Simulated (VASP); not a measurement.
# Hf (Im-3m) in VASP: notebook

The runs below take Hf through single point, with PBE.

All numbers are computed with VASP 6.6.1; they aren't measurements. Logs are shortened: lines on timing, memory, paths and dates and some standing lists are left out, and cuts for length are marked.

**1. The cell of the first run**

Symmetry: Im-3m, No. 229, cubic system. Conventional cell: a = 2.719 Å, b = 2.719 Å, c = 2.719 Å, α = 90.00°, β = 90.00°, γ = 90.00°. Within 3.1 Å of Hf (site symmetry m-3m) lie 14 Hf at 2.35 to 2.72 Å.

**2. Single point, PBE (volume scaled by 0.45)**

INCAR

```
PREC = Accurate
ENCUT = 520
EDIFF = 1E-7
ISMEAR = -1
SIGMA = 0.08
LREAL = F
LASPH = T
NELM = 60
ALGO = Normal
ISIF = 2
LWAVE = F
LCHARG = T
GGA = PE
LELF = T
LVHAR = T
NBANDS = 11
```

KPOINTS

```
regular mesh
0
Gamma
  17 17 17
```

POSCAR

```
Hf
1.0
   -1.3594644759      1.3594644759      1.3594644759
    1.3594644759     -1.3594644759      1.3594644759
    1.3594644759      1.3594644759     -1.3594644759
Hf
1
Direct
    0.0000000000      0.0000000000      0.0000000000
```

Potentials or basis: VASP PAW PBE potentials, release 64 (Hf_pv).

Run with:

```bash
> cat potpaw_PBE.64/Hf_pv/POTCAR > POTCAR
> mpirun -np 1 vasp_std > vasp.out
```

OUTCAR:

```text
PREC = Accurate
   ENCUT = 520
   EDIFF = 1E-7
   ISMEAR = -1
   LREAL = F
   LASPH = T
   NELM = 60
   ISIF = 2
   GGA = PE

 ion  position               nearest neighbor table
   1  0.000  0.000  0.000-

  LATTYP: Found a body centered cubic cell.
 ALAT       =     2.7189289518

  Lattice vectors:

 A1 = (  -1.3594644759,   1.3594644759,   1.3594644759)
 A2 = (   1.3594644759,  -1.3594644759,   1.3594644759)
 A3 = (   1.3594644759,   1.3594644759,  -1.3594644759)

Analysis of symmetry for initial positions (statically):
=====================================================================
 Subroutine PRICEL returns:
 Original cell was already a primitive cell.

 Routine SETGRP: Setting up the symmetry group for a
 body centered cubic supercell.

 Subroutine GETGRP returns: Found 48 space group operations
 (whereof 48 operations were pure point group operations)
 out of a pool of 48 trial point group operations.

The static configuration has the point symmetry O_h .

Analysis of symmetry for dynamics (positions and initial velocities):
=====================================================================
 Subroutine PRICEL returns:
 Original cell was already a primitive cell.

 Routine SETGRP: Setting up the symmetry group for a
 body centered cubic supercell.

 Subroutine GETGRP returns: Found 48 space group operations
 (whereof 48 operations were pure point group operations)
 out of a pool of 48 trial point group operations.

The dynamic configuration has the point symmetry O_h .

 Subroutine INISYM returns: Found 48 space group operations
 (whereof 48 operations are pure point group operations),
 and found     1 'primitive' translations

----------------------------------------------------------------------------------------

                                     Primitive cell

  volume of cell :      10.0499

  direct lattice vectors                    reciprocal lattice vectors
    -1.359464476  1.359464476  1.359464476     0.000000000  0.367791883  0.367791883
     1.359464476 -1.359464476  1.359464476     0.367791883  0.000000000  0.367791883
     1.359464476  1.359464476 -1.359464476     0.367791883  0.367791883  0.000000000

  length of vectors
     2.354661543  2.354661543  2.354661543     0.520136270  0.520136270  0.520136270

  position of ions in fractional coordinates (direct lattice)
     0.000000000  0.000000000  0.000000000

  ion indices of the primitive-cell ions
   primitive index   ion index
                 1           1
[... 73 lines left out ...]
   LREAL  =      F    real-space projection
   EDIFFG = 0.1E-05   stopping-criterion for IOM
   NSW    =      0    number of steps for IOM
   IBRION =     -1    ionic relax: 0-MD 1-quasi-New 2-CG
   NFREE  =      0    steps in history (QN), initial steepest desc. (CG)
   ISIF   =      2    stress and relaxation
   ISYM   =      2    0-nonsym 1-usesym 2-fastsym
   POTIM  = 0.5000    time-step for ionic-motion
   TEBEG  =    0.0;   TEEND  =   0.0 temperature during run
   PSTRESS=    0.0 pullay stress
   NELECT =      10.0000    total number of electrons
   NUPDOWN=      -1.0000    fix difference up-down
   EMIN   =  10.00;   EMAX   =-10.00  energy-range for DOS
   EFERMI =   0.00;   METHOD = LEGACY
   ISMEAR =    -1;   SIGMA  =   0.08  broadening in eV -4-tet -1-fermi 0-gaus
   EFERMI_NEDOS =   21; number of points for ismear=-14 and -15
   IALGO  =     38    algorithm
   IMIX   =      4    mixing-type and parameters
     AMIX     =   0.40;   BMIX     =  1.00
     AMIX_MAG =   1.60;   BMIX_MAG =  1.00
  volume/ion in A,a.u.               =      10.05        67.82
  Fermi-wavevector in a.u.,A,eV,Ry     =   1.634382  3.088535 36.343955  2.671205
  Thomas-Fermi vector in A             =   2.726031
   LORBIT       =      0    0 simple, 1 ext, 2 COOP (PROOUT), +10 PAW based schemes
   GGA     = PE    functional components
   LHFCALC =     F    Hartree Fock is set to
   AEXX    =    0.0000 exact exchange contribution
   IVDW    =     0    specifies the selected vdW correction
   LEPSILON=     F    determine dielectric tensor
   LRPA    =     F    only Hartree local field effects (RPA)
 non-spin polarized calculation
  energy-cutoff  :      520.00
  volume of cell :       10.05
 maximum number of plane-waves:       279
 NGX is ok and might be reduce to    18
   NGX =  9   NGY =  9   NGZ =  9

 number of electron      10.0000000 magnetization

 number of electron       9.9999999 magnetization

 Free energy of the ion-electron system (eV)
  ---------------------------------------------------
  ext. energy  EPLUGINS =         0.00000000
  ---------------------------------------------------
  free energy    TOTEN  =        -3.31430481 eV

  energy without entropy =       -3.30429320  energy(sigma->0) =       -3.30929901

 E-fermi :  11.7063     XC(G=0): -15.5307

 val. band max:       11.6992412421   @ k =   0.1176   0.0588   0.0000
 cond. band min:      11.7116438744   @ k =   0.1765   0.1176   0.1176
 fundamental gap:      0.0124026323
 Fermi energy:        11.7062802396

 k-point     1 :       0.0000    0.0000    0.0000
  band No.  band energies     occupation
      1     -14.9304      2.00000
      2     -14.9304      2.00000
      3     -14.9304      2.00000
      4       4.3016      2.00000
      5      13.0447      0.00000
      6      13.0447      0.00000
      7      13.0447      0.00000
      8      18.7984      0.00000
      9      18.7984      0.00000
     10      26.8426      0.00000
     11      29.4723      0.00000
[... 309 lines left out ...]
 k-point    24 :       0.1765    0.1765    0.0000
  band No.  band energies     occupation
      1     -19.9936      2.00000
      2     -16.7465      2.00000
      3     -15.5422      2.00000
      4       7.9663      2.00000
      5      10.1380      2.00000
      6      12.3475      0.00066
      7      16.9980      0.00000
      8      21.3639      0.00000
      9      22.8543      0.00000
     10      26.8040      0.00000
     11      34.1309      0.00000

 [... further k-points ...]
[... 5 lines left out ...]
  --------------------------------------------------------------------------------------
  -------------------------------------------------------------------------------------
  Total       20.2688533     20.2688533     20.2688533      0.0000000      0.0000000     -0.0000000
  in kB     3231.2918106   3231.2918106   3231.2918106      0.0000000      0.0000000     -0.0000000
  external PRESSURE =    3231.2918106 kB  Pullay stress =       0.0000000 kB

 VOLUME and BASIS-vectors are now :
 -----------------------------------------------------------------------------
  energy-cutoff  :      520.00
  volume of cell :       10.05
      direct lattice vectors                 reciprocal lattice vectors
    -1.359464476  1.359464476  1.359464476     0.000000000  0.367791883  0.367791883
     1.359464476 -1.359464476  1.359464476     0.367791883  0.000000000  0.367791883
     1.359464476  1.359464476 -1.359464476     0.367791883  0.367791883  0.000000000

 POSITION                                       TOTAL-FORCE (eV/Angst)
 -----------------------------------------------------------------------------------
      0.00000      0.00000      0.00000        -0.000000      0.000000     -0.000000
 -----------------------------------------------------------------------------------
    total drift:                               -0.000000     -0.000000      0.000000

  FREE ENERGIE OF THE ION-ELECTRON SYSTEM (eV)
  ---------------------------------------------------
  free  energy   TOTEN  =        -3.3143048146 eV

  energy  without entropy=       -3.3042932022  energy(sigma->0) =       -3.30929901
```

stdout:

```text
POSCAR found type information on POSCAR Hf
 POSCAR found :  1 types and       1 ions
 scaLAPACK will be used
 LDA part: xc-table for (Slater+PW92), standard interpolation
 POSCAR, INCAR and KPOINTS ok, starting setup
 FFT: planning ... GRIDC
 FFT: planning ... GRID_SOFT
 FFT: planning ... GRID
 WAVECAR not read
 entering main loop
```

It took 12 s on 1 thread of Intel Xeon 6975P-C, shared host; peak memory 0.13 GiB.

Results:

- Free energy: -3.3143 eV
- Pressure: 323.1 GPa
- Band gap on the k mesh: zero (band 5 reaches 13.51 eV, above the bottom of band 6 at 10.02 eV)

Levels at points of the mesh, in eV from the Fermi level:
| k point | band 2 | band 3 | band 4 | band 5 | band 6 | band 7 | band 8 | band 9 |
| --- | --- | --- | --- | --- | --- | --- | --- | --- |
| (0.00, 0.00, 0.00) | -26.64 | -26.64 | -7.40 | 1.34 | 1.34 | 1.34 | 7.09 | 7.09 |

Caveat: spin-orbit coupling is left out, which moves the levels of the heavy elements.

**3. Single point, PBE (volume scaled by 0.55)**

INCAR

```
SYSTEM = Hf
ALGO = Normal
EDIFF = 1E-6
ENCUT = 520
GGA = PE
ISIF = 2
ISMEAR = -1
LASPH = .True.
LCHARG = .False.
LREAL = .False.
LWAVE = .False.
NBANDS = 11
NELM = 80
PREC = Accurate
SIGMA = 0.08
```

KPOINTS

```
k-points
0
Gamma
  17 17 17
  0 0 0
```

POSCAR

```
Hf
1.0
   -1.4535096590      1.4535096590      1.4535096590
    1.4535096590     -1.4535096590      1.4535096590
    1.4535096590      1.4535096590     -1.4535096590
Hf
1
Direct
    0.0000000000      0.0000000000      0.0000000000
```

Potentials or basis: VASP PAW PBE potentials, release 64 (Hf_pv).

Run with:

```bash
> cat potpaw_PBE.64/Hf_pv/POTCAR > POTCAR
> mpirun -np 1 vasp_std > vasp.out
```

Run time: 14 s. Hardware: 1 thread of Intel Xeon 6975P-C, shared host; peak memory 0.14 GiB.

The run converged. Its results:

- Free energy: -6.5660 eV
- Pressure: 163.5 GPa
- Band gap on the k mesh: zero (band 5 reaches 11.13 eV, above the bottom of band 6 at 8.45 eV)

Levels at points of the mesh, in eV from the Fermi level:
| k point | band 2 | band 3 | band 4 | band 5 | band 6 | band 7 | band 8 | band 9 |
| --- | --- | --- | --- | --- | --- | --- | --- | --- |
| (0.00, 0.00, 0.00) | -27.49 | -27.49 | -8.02 | 1.59 | 1.59 | 1.59 | 6.46 | 6.46 |

Caveat: spin-orbit coupling is left out, which moves the levels of the heavy elements.

(Continued in part 2 of 2.)
